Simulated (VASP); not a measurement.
Wanted: the native input for a VASP 6.6.1 run.

| Item | Value |
| --- | --- |
| Task | single point |
| Functional | PBEsol |
| Potentials or basis | VASP PAW PBE potentials, release 64 (Zn, Bi_d) |
| Cutoff | 520 eV |
| k mesh | 12 × 12 × 12 |
| Occupations | gaussian, width 0.15 eV |
| Spin | no spin polarisation |
| Dipole correction | no |
| Further INCAR settings | ALGO = Normal; EDIFF = 1e-06; NBANDS = 36 |

The structure of ZnBi3 lies in POSCAR:

```
ZnBi3
1.0
    4.7880304075      0.0000000000      0.0000000000
    0.0000000000      4.7880304075      0.0000000000
    0.0000000000      0.0000000000      4.7880304075
Zn Bi
1 3
Direct
    0.0000000000      0.0000000000      0.0000000000
    0.0000000000      0.5000000000      0.5000000000
    0.5000000000      0.0000000000      0.5000000000
    0.5000000000      0.5000000000      0.0000000000
```

One way to write it, as run:

INCAR

```
PREC = Accurate
ENCUT = 520
EDIFF = 1E-6
ISMEAR = 0
SIGMA = 0.15
LREAL = F
LASPH = T
NELM = 100
ALGO = Normal
ISIF = 2
LWAVE = F
LCHARG = F
GGA = PS
NBANDS = 36
```

KPOINTS

```
regular mesh
0
Gamma
  12 12 12
```

Potentials or basis: VASP PAW PBE potentials, release 64 (Zn, Bi_d).

Launch:

```sh
$ cat potpaw_PBE.64/Zn/POTCAR potpaw_PBE.64/Bi_d/POTCAR > POTCAR
$ mpirun -np 1 vasp_std > vasp.out
```

Results of the run:

```
Pressure               : 0.0 GPa
Band gap on the k mesh : zero (an odd number of electrons rules out a gap without spin polarisation)
```

Caveat: the PAW data sets were made with another functional, which shifts forces and pressure a little; spin-orbit coupling is left out, which moves the levels of the heavy elements.

It took 90 s on 1 thread of Intel(R) Xeon(R) 6975P-C (Granite Rapids) (shared host), peak memory 0.39 GiB.
